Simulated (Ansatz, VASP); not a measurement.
## Two plane-wave programs on TiN

```
Ti N
1.0
     0.00000    2.12062    2.12062
     2.12062    0.00000    2.12062
     2.12062    2.12062    0.00000
Ti N
1 1
Cartesian
  0.0000 0.0000 0.0000
  2.1206 2.1206 2.1206
```

Alike in both runs: task single point; functional r2SCAN; k mesh 8 × 8 × 8; occupations gaussian, width 0.1 eV; collinear spin.

```csv
,VASP,Ansatz
version,VASP 6.6.1,Ansatz 0.2.0
potentials or method,"VASP PAW PBE potentials, release 64 (Ti_sv, N), cutoff 520 eV","scalar-relativistic, plane waves, PAW"
valence electrons in the cell,17,17
```

|  | VASP | Ansatz | Ansatz less VASP |
| --- | --- | --- | --- |
| gap on the k mesh at the Fermi level (eV) | none | none | - |
| pressure (GPa) | 0.0 | -1.6 | -1.54 |
| net moment per atom (μB) | 0.00 | 0.00 | 0.000 |

VASP's potentials were made for PBE, not for r2SCAN. A gap of «none» marks a metal or a gap that the smearing closes. With one functional, cell and mesh, what is left measures potentials, basis and numerics. Ansatz's warnings: seeded moment not kept, stability check not made.
